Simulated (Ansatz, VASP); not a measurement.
# PbSe: VASP beside Ansatz

```
Pb Se
1.0
     0.00000    2.99964    2.99964
     2.99964    0.00000    2.99964
     2.99964    2.99964    0.00000
Pb Se
1 1
Direct
  0.00000 0.00000 0.00000
  0.50000 0.50000 0.50000
```

Change from the starting cell: volume scaled by 0.94, crystal datasets.

Alike in both runs: task electric field gradients; functional PBEsol; k mesh 9 × 9 × 9; occupations fermi-dirac, width 0.01 eV; no spin polarisation.

```csv
,VASP,Ansatz
version,VASP 6.6.1,Ansatz 0.2.0
potentials or method,"VASP PAW PBE potentials, release 64 (Pb_d, Se), cutoff 400 eV","all-electron PAW with datasets made for the crystal, scalar-relativistic"
```

```tsv
	VASP	Ansatz	Ansatz less VASP
pressure (GPa)	3.0	3.0	+0.01
```

VASP's potentials were made for PBE, not for PBEsol. Ansatz ran all-electron here, and VASP with PAW potentials.

Neither program's run includes spin-orbit coupling.
